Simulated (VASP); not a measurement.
# Al3GaN4 (Pm) in VASP: notebook, part 2 of 2

VASP 6.6.1.

**3. Single point, PBEsol (strain -0.040 along x and y, -0.040 along z)**

File INCAR:

```
SYSTEM = Al3GaN4
PREC     = Accurate       ! precision mode
ENCUT    = 520            ! plane-wave cutoff, eV
EDIFF    = 1E-6           ! SCF threshold, eV
ISMEAR   = 0              ! smearing method
SIGMA    = 0.05           ! smearing width, eV
LREAL    = .False.        ! projectors in reciprocal space
LASPH    = .True.         ! aspherical terms in the spheres
NELM     = 80             ! most SCF steps
ALGO     = Normal         ! electronic algorithm
ISIF     = 2              ! what is computed and relaxed
LWAVE    = .False.        ! write WAVECAR
LCHARG   = .True.         ! write CHGCAR
GGA      = PS             ! functional
LELF     = .True.         ! ELF
LVHAR    = .True.       
NBANDS   = 31             ! bands
```

File KPOINTS:

```
regular mesh
0
Gamma
  6 8 4
  0 0 0
```

File POSCAR:

```
Al3GaN4
1.0
    4.8416716524      0.0000000000      0.0001103911
    0.0000000000      3.0048709415      0.0000000000
   -0.0031068066      0.0000000000      5.2012722695
Al Ga N
3 1 4
Direct
    0.5002300423      0.5000000000      0.1673295664
    0.0009207036      0.5000000000      0.8348055932
    0.0010880650      0.0000000000      0.3316926342
    0.4994217138      0.0000000000      0.6662009016
    0.1111724737      0.0000000000      0.6663292503
    0.1224543238      0.5000000000      0.1671578647
    0.6251234799      0.5000000000      0.8401923551
    0.6231881979      0.0000000000      0.3262928345
```

Potentials or basis: VASP PAW PBE potentials, release 64 (Al, Ga_d, N).

Command:

```sh
$ cat potpaw_PBE.64/Al/POTCAR potpaw_PBE.64/Ga_d/POTCAR potpaw_PBE.64/N/POTCAR > POTCAR
$ mpirun -np 1 vasp_std > vasp.out
```

OUTCAR:

```text
SYSTEM = Al3GaN4
   PREC = Accurate
   ENCUT = 520
   EDIFF = 1E-6
   ISMEAR = 0
   LREAL = .False.
   LASPH = .True.
   NELM = 80
   ISIF = 2
   GGA = PS

 ion  position               nearest neighbor table
   1  0.500  0.500  0.167-   7 1.81   8 1.82   8 1.82   6 1.83   2 2.97   3 2.97   3 2.97   3 2.98
                             3 2.98   2 2.98   4 3.00   4 3.00   4 3.01   4 3.01
   2  0.001  0.500  0.835-   5 1.82   5 1.82   7 1.82   6 1.83   1 2.97   4 2.98   4 2.98   1 2.98
                             4 2.99   4 2.99   3 2.99   3 2.99   3 3.02   3 3.02
   3  0.001  0.000  0.332-   5 1.82   6 1.83   6 1.83   8 1.83   1 2.97   1 2.97   4 2.97   1 2.98
                             1 2.98   4 2.99   2 2.99   2 2.99   2 3.02   2 3.02
   4  0.499  0.000  0.666-   7 1.86   7 1.86   8 1.87   5 1.88   3 2.97   2 2.98   2 2.98   2 2.99
                             2 2.99   3 2.99   1 3.00   1 3.00   1 3.01   1 3.01
   5  0.111  0.000  0.666-   2 1.82   2 1.82   3 1.82   4 1.88
   6  0.122  0.500  0.167-   2 1.83   3 1.83   3 1.83   1 1.83
   7  0.625  0.500  0.840-   1 1.81   2 1.82   4 1.86   4 1.86
   8  0.623  0.000  0.326-   1 1.82   1 1.82   3 1.83   4 1.87

  LATTYP: Found a simple monoclinic cell.
 ALAT       =     4.8416716537
 B/A-ratio  =     0.6206267497
 C/A-ratio  =     1.0742721873
 COS(beta)  =    -0.0005745164

  Lattice vectors:

 A1 = (   4.8416716524,   0.0000000000,   0.0001103911)
 A2 = (   0.0000000000,   3.0048709415,   0.0000000000)
 A3 = (  -0.0031068066,   0.0000000000,   5.2012722695)

Analysis of symmetry for initial positions (statically):
=====================================================================
 Subroutine PRICEL returns:
 Original cell was already a primitive cell.

 Routine SETGRP: Setting up the symmetry group for a
 simple monoclinic supercell.

 Subroutine GETGRP returns: Found  2 space group operations
 (whereof  2 operations were pure point group operations)
 out of a pool of  4 trial point group operations.

The static configuration has the point symmetry C_1h.

Analysis of symmetry for dynamics (positions and initial velocities):
=====================================================================
 Subroutine PRICEL returns:
 Original cell was already a primitive cell.

 Routine SETGRP: Setting up the symmetry group for a
 simple monoclinic supercell.

 Subroutine GETGRP returns: Found  2 space group operations
 (whereof  2 operations were pure point group operations)
 out of a pool of  4 trial point group operations.

The dynamic configuration has the point symmetry C_1h.

 Subroutine INISYM returns: Found  2 space group operations
 (whereof  2 operations are pure point group operations),
 and found     1 'primitive' translations

----------------------------------------------------------------------------------------

                                     Primitive cell

  volume of cell :      75.6712

  direct lattice vectors                    reciprocal lattice vectors
     4.841671652  0.000000000  0.000110391     0.206540232  0.000000000  0.000123370
     0.000000000  3.004870942  0.000000000     0.000000000  0.332792995  0.000000000
    -0.003106807  0.000000000  5.201272270    -0.000004384  0.000000000  0.192260650

  length of vectors
     4.841671654  3.004870942  5.201273197     0.206540269  0.332792995  0.192260650

  position of ions in fractional coordinates (direct lattice)
[... 48 lines left out ...]
  0.000000  0.000000  0.000000      1.000000
  0.166667  0.000000  0.000000      2.000000
  0.333333  0.000000 -0.000000      2.000000
  0.500000  0.000000  0.000000      1.000000
  0.000000  0.125000  0.000000      2.000000
  0.166667  0.125000  0.000000      4.000000
[... 16 lines left out ...]
  0.333333  0.000000  0.250000      2.000000
  0.500000  0.000000  0.250000      2.000000
 [... further k-points ...]
   k-points           NKPTS =     70   k-points in BZ     NKDIM =     70   number of bands    NBANDS=     31
   number of dos      NEDOS =    301   number of ions     NIONS =      8
   total plane-waves  NPLWV =  34560
   dimension x,y,z NGX =    36 NGY =   24 NGZ =   40
   dimension x,y,z NGXF=    72 NGYF=   48 NGZF=   80
   ions per type =               3   1   4
   NGX,Y,Z   is equivalent  to a cutoff of  12.36, 13.28, 12.79 a.u.
   NGXF,Y,Z  is equivalent  to a cutoff of  24.72, 26.56, 25.57 a.u.
 SYSTEM =  Al3GaN4
   PREC   = accura    normal or accurate (medium, high low for compatibility)
   ISTART =      0    job   : 0-new  1-cont  2-samecut
   ICHARG =      2    charge: 1-file 2-atom 10-const
   ISPIN  =      1    spin polarized calculation?
   LNONCOLLINEAR =      F non collinear calculations
   LSORBIT =      F    spin-orbit coupling
   LASPH  =      T    aspherical Exc in radial PAW
   ENCUT  =  520.0 eV  38.22 Ry    6.18 a.u.   9.00  5.59  9.67*2*pi/ulx,y,z
   NELM   =     80;   NELMIN=  2; NELMDL= -5     # of ELM steps
   EDIFF  = 0.1E-05   stopping-criterion for ELM
   LREAL  =      F    real-space projection
[... 7 lines left out ...]
   TEBEG  =    0.0;   TEEND  =   0.0 temperature during run
   PSTRESS=    0.0 pullay stress
   NELECT =      42.0000    total number of electrons
   NUPDOWN=      -1.0000    fix difference up-down
   EMIN   =  10.00;   EMAX   =-10.00  energy-range for DOS
   EFERMI =   0.00;   METHOD = LEGACY
   ISMEAR =     0;   SIGMA  =   0.05  broadening in eV -4-tet -1-fermi 0-gaus
   EFERMI_NEDOS =   21; number of points for ismear=-14 and -15
   IALGO  =     38    algorithm
   IMIX   =      4    mixing-type and parameters
     AMIX     =   0.40;   BMIX     =  1.00
     AMIX_MAG =   1.60;   BMIX_MAG =  1.00
  volume/ion in A,a.u.               =       9.46        63.83
  Fermi-wavevector in a.u.,A,eV,Ry     =   1.345388  2.542415 24.627497  1.810070
  Thomas-Fermi vector in A             =   2.473305
   LORBIT       =      0    0 simple, 1 ext, 2 COOP (PROOUT), +10 PAW based schemes
   GGA     = PS    functional components
   LHFCALC =     F    Hartree Fock is set to
   AEXX    =    0.0000 exact exchange contribution
   IVDW    =     0    specifies the selected vdW correction
   LEPSILON=     F    determine dielectric tensor
   LRPA    =     F    only Hartree local field effects (RPA)
 non-spin polarized calculation
 Gauss-broadening in eV      SIGMA  =   0.05
  energy-cutoff  :      520.00
  volume of cell :       75.67
 maximum number of plane-waves:      2062
   NGX = 19   NGY = 11   NGZ = 19

 number of electron      42.0000012 magnetization

 Free energy of the ion-electron system (eV)
  ---------------------------------------------------
  ext. energy  EPLUGINS =         0.00000000
  ---------------------------------------------------
  free energy    TOTEN  =       -59.19731471 eV

  energy without entropy =      -59.19731471  energy(sigma->0) =      -59.19731471

 E-fermi :   7.3489     XC(G=0): -11.9005

 val. band max:        7.0794280516   @ k =   0.0000   0.0000   0.0000
 cond. band min:      11.5710684940   @ k =   0.0000   0.0000   0.0000
 fundamental gap:      4.4916404424
 Fermi energy:         7.3489264345

 k-point     1 :       0.0000    0.0000    0.0000
  band No.  band energies     occupation
      1      -9.1489      2.00000
      2      -7.3417      2.00000
      3      -7.2896      2.00000
      4      -6.3049      2.00000
      5      -5.7227      2.00000
      6      -5.6049      2.00000
[... 805 lines left out ...]
     30      18.7996      0.00000
     31      19.4820      0.00000

 [... further k-points ...]

------------------------ aborting loop because EDIFF is reached ----------------------------------------

  FORCE on cell =-STRESS in cart. coord.  units (eV):
  Direction    XX          YY          ZZ          XY          YZ          ZX
  --------------------------------------------------------------------------------------
  -------------------------------------------------------------------------------------
  Total       14.2812744     14.9467248     14.8805843      0.0000000      0.0000000     -0.0095713
  in kB      302.3756356    316.4651347    315.0647497      0.0000000      0.0000000     -0.2026522
  external PRESSURE =     311.3018400 kB  Pullay stress =       0.0000000 kB

 VOLUME and BASIS-vectors are now :
 -----------------------------------------------------------------------------
  energy-cutoff  :      520.00
  volume of cell :       75.67
      direct lattice vectors                 reciprocal lattice vectors
     4.841671652  0.000000000  0.000110391     0.206540232  0.000000000  0.000123370
     0.000000000  3.004870942  0.000000000     0.000000000  0.332792995  0.000000000
    -0.003106807  0.000000000  5.201272270    -0.000004384  0.000000000  0.192260650

 POSITION                                       TOTAL-FORCE (eV/Angst)
 -----------------------------------------------------------------------------------
      2.42143      1.50244      0.87038         0.002258      0.000000      0.050450
      0.00186      1.50244      4.34205         0.092585      0.000000      0.048870
      0.00424      0.00000      1.72522         0.054635      0.000000     -0.051062
      2.41597      0.00000      3.46515        -0.041807      0.000000     -0.048377
      0.53619      0.00000      3.46577        -0.074873      0.000000     -0.012319
      0.59236      1.50244      0.86945        -0.017935      0.000000      0.013871
      3.02403      1.50244      4.37014        -0.005569      0.000000      0.003334
      3.01626      0.00000      1.69721        -0.009295      0.000000     -0.004766
 -----------------------------------------------------------------------------------
    total drift:                               -0.000918     -0.000000      0.001611

  FREE ENERGIE OF THE ION-ELECTRON SYSTEM (eV)
  ---------------------------------------------------
  free  energy   TOTEN  =       -59.1973147088 eV

  energy  without entropy=      -59.1973147088  energy(sigma->0) =      -59.19731471
```

It took 58 s on 1 thread of Intel Xeon 6975P-C (Granite Rapids), shared host; peak memory 0.27 GiB.

Results:

```
Free energy            : -59.1973 eV
Pressure               : 31.1 GPa
Largest force          : 0.105 eV/Å
Band gap on the k mesh : 4.49 eV
```

Forces on the atoms (eV/Å):
```
Al   0.002  0.000  0.050
Al   0.093  0.000  0.049
Al   0.055  0.000 -0.051
Ga  -0.042  0.000 -0.048
N   -0.075  0.000 -0.012
N   -0.018  0.000  0.014
N   -0.006  0.000  0.003
N   -0.009  0.000 -0.005
```

Caveat: the cell differs from its parent crystal (strain -0.040 along x and y, -0.040 along z); the cell stands under pressure; the PAW data sets were made with another functional, which shifts forces and pressure a little. A k mesh can miss the band edges.

**4. Single point, PBEsol (strain +0.040 along x and y, -0.080 along z)**

File INCAR:

```
SYSTEM = Al3GaN4
ALGO = Normal
EDIFF = 1E-6
ENCUT = 520
GGA = PS
ISIF = 2
ISMEAR = 0
LASPH = .True.
LCHARG = .True.
LELF = .True.
LREAL = .False.
LVHAR = .True.
LWAVE = .False.
NBANDS = 31
NELM = 60
PREC = Accurate
SIGMA = 0.05
```

File KPOINTS:

```
k-points
0
Gamma
  6 8 4
  0 0 0
```

Changes to POSCAR since step 3:

```diff
@@ -2,5 +2,5 @@
 1.0
-    4.8416716524      0.0000000000      0.0001103911
-    0.0000000000      3.0048709415      0.0000000000
-   -0.0031068066      0.0000000000      5.2012722695
+    5.2451442902      0.0000000000      0.0001057914
+    0.0000000000      3.2552768533      0.0000000000
+   -0.0033657072      0.0000000000      4.9845525916
 Al Ga N
```

Potentials or basis: VASP PAW PBE potentials, release 64 (Al, Ga_d, N).

Command:

```sh
$ cat potpaw_PBE.64/Al/POTCAR potpaw_PBE.64/Ga_d/POTCAR potpaw_PBE.64/N/POTCAR > POTCAR
$ mpirun -np 1 vasp_std > vasp.out
```

OUTCAR:

```text
SYSTEM = Al3GaN4
   EDIFF = 1E-6
   ENCUT = 520
   GGA = PS
   ISIF = 2
   ISMEAR = 0
   LASPH = .True.
   LREAL = .False.
   NELM = 60
   PREC = Accurate

 ion  position               nearest neighbor table
   1  0.500  0.500  0.167-   7 1.76   8 1.92   8 1.92   6 1.98   4 2.97   4 2.97   4 2.98   4 2.98
                             2 3.10   2 3.11   3 3.19   3 3.19   3 3.20   3 3.20
   2  0.001  0.500  0.835-   6 1.77   5 1.92   5 1.92   7 1.97   3 2.96   3 2.96   3 2.99   3 2.99
                             1 3.10   1 3.11
   3  0.001  0.000  0.332-   5 1.76   6 1.93   6 1.93   8 1.98   2 2.96   2 2.96   2 2.99   2 2.99
                             4 3.10   4 3.12   1 3.19   1 3.19   1 3.20   1 3.20
   4  0.499  0.000  0.666-   8 1.81   7 1.96   7 1.96   5 2.04   1 2.97   1 2.97   1 2.98   1 2.98
                             3 3.10   3 3.12
   5  0.111  0.000  0.666-   3 1.76   2 1.92   2 1.92   4 2.04
   6  0.122  0.500  0.167-   2 1.77   3 1.93   3 1.93   1 1.98
   7  0.625  0.500  0.840-   1 1.76   4 1.96   4 1.96   2 1.97
   8  0.623  0.000  0.326-   4 1.81   1 1.92   1 1.92   3 1.98

  LATTYP: Found a simple monoclinic cell.
 ALAT       =     4.9845537279
 B/A-ratio  =     0.6530728789
 C/A-ratio  =     1.0522796177
[... 204 lines left out ...]
      2      -8.2179      2.00000
      3      -8.0981      2.00000
      4      -7.0597      2.00000
      5      -7.0154      2.00000
      6      -6.9213      2.00000
[... 805 lines left out ...]
     30      16.7566      0.00000
     31      16.9284      0.00000

 [... further k-points ...]

------------------------ aborting loop because EDIFF is reached ----------------------------------------

  FORCE on cell =-STRESS in cart. coord.  units (eV):
  Direction    XX          YY          ZZ          XY          YZ          ZX
  --------------------------------------------------------------------------------------
  -------------------------------------------------------------------------------------
  Total       -6.9971691     -5.0589241     18.6824945      0.0000000      0.0000000     -0.1123270
  in kB     -131.7229342    -95.2351326    351.7012299      0.0000000      0.0000000     -2.1145748
  external PRESSURE =      41.5810543 kB  Pullay stress =       0.0000000 kB

 VOLUME and BASIS-vectors are now :
 -----------------------------------------------------------------------------
  energy-cutoff  :      520.00
  volume of cell :       85.11
      direct lattice vectors                 reciprocal lattice vectors
     5.245144290  0.000000000  0.000105791     0.190652522  0.000000000  0.000128734
     0.000000000  3.255276853  0.000000000     0.000000000  0.307193534  0.000000000
    -0.003365707  0.000000000  4.984552592    -0.000004046  0.000000000  0.200619808

 POSITION                                       TOTAL-FORCE (eV/Angst)
 -----------------------------------------------------------------------------------
      2.62322      1.62764      0.83412        -0.820128      0.000000      1.639667
      0.00202      1.62764      4.16113        -0.780838      0.000000     -1.559702
      0.00459      0.00000      1.65334        -0.720139      0.000000     -1.710851
      2.61730      0.00000      3.32077        -0.726945      0.000000      1.607728
      0.58087      0.00000      3.32136         0.661125      0.000000      1.885583
      0.64173      1.62764      0.83322         0.785744      0.000000      1.691096
      3.27604      1.62764      4.18805         0.920344      0.000000     -1.839222
      3.26761      0.00000      1.62649         0.680836      0.000000     -1.714300
 -----------------------------------------------------------------------------------
    total drift:                               -0.000631     -0.000000     -0.000584

  FREE ENERGIE OF THE ION-ELECTRON SYSTEM (eV)
  ---------------------------------------------------
  free  energy   TOTEN  =       -59.0722529525 eV

  energy  without entropy=      -59.0722529525  energy(sigma->0) =      -59.07225295
```

Wall time 2.2 min (1 thread of Intel Xeon Platinum 8488C (Sapphire Rapids), shared host); peak memory 0.3 GiB.

What came out:

```
Free energy            : -59.0723 eV
Pressure               : 4.2 GPa
Largest force          : 2.057 eV/Å
Band gap on the k mesh : 3.02 eV
```

Forces on the atoms (eV/Å):
```
Al  -0.820  0.000  1.640
Al  -0.781  0.000 -1.560
Al  -0.720  0.000 -1.711
Ga  -0.727  0.000  1.608
N    0.661  0.000  1.886
N    0.786  0.000  1.691
N    0.920  0.000 -1.839
N    0.681  0.000 -1.714
```

Stress tensor (GPa, compression positive):
```
-13.17   0.00  -0.21
  0.00  -9.52   0.00
 -0.21   0.00  35.17
```

Levels at points of the mesh, in eV from the valence-band top:
| k point | band 18 | band 19 | band 20 | band 21 | band 22 | band 23 | band 24 | band 25 |
| --- | --- | --- | --- | --- | --- | --- | --- | --- |
| (0.00, 0.00, 0.00) | -0.71 | -0.44 | -0.41 | 0.00 | 3.02 | 4.42 | 5.00 | 5.93 |
| (0.50, 0.00, 0.00) | -1.00 | -0.58 | -0.49 | -0.16 | 4.00 | 4.40 | 5.33 | 5.80 |
| (0.00, 0.50, 0.00) | -2.30 | -2.24 | -1.65 | -1.60 | 5.15 | 5.16 | 7.13 | 7.45 |
| (0.50, 0.50, 0.00) | -1.70 | -1.67 | -1.67 | -1.49 | 5.59 | 6.03 | 6.07 | 6.19 |
| (0.00, 0.00, 0.50) | -1.20 | -0.92 | -0.90 | -0.63 | 4.78 | 5.01 | 6.29 | 6.70 |
| (0.50, 0.00, 0.50) | -1.80 | -1.78 | -1.76 | -1.42 | 5.18 | 5.52 | 5.68 | 5.83 |
| (0.00, 0.50, 0.50) | -1.70 | -1.68 | -0.73 | -0.54 | 4.95 | 5.12 | 6.25 | 6.31 |
| (0.50, 0.50, 0.50) | -1.30 | -1.28 | -1.25 | -1.07 | 4.28 | 4.69 | 4.75 | 4.82 |

Caveat: the cell differs from its parent crystal (strain +0.040 along x and y, -0.080 along z); the cell stands under pressure; the PAW data sets were made with another functional, which shifts forces and pressure a little.

**5. The runs side by side**

```tsv
cell	gap on the mesh (eV)	pressure (GPa)	largest force (eV/Å)
a = 4.640, b = 2.880, c = 5.635 Å, 8 atoms	3.91	35.6	2.29
a = 4.842, b = 3.005, c = 5.201 Å, 8 atoms	4.49	31.1	0.10
a = 5.245, b = 3.255, c = 4.985 Å, 8 atoms	3.02	4.2	2.06
```

Alike in all rows: task single point; level PBEsol; potentials or basis VASP PAW PBE potentials, release 64 (Al, Ga_d, N); no spin polarisation; k mesh 6 × 8 × 4; cutoff (eV) 520; smearing gaussian 0.05 eV.

Caveats: the cell stands under pressure; the PAW data sets were made with another functional, which shifts forces and pressure a little.

Absolute energies hang on the potentials; compare differences alone.
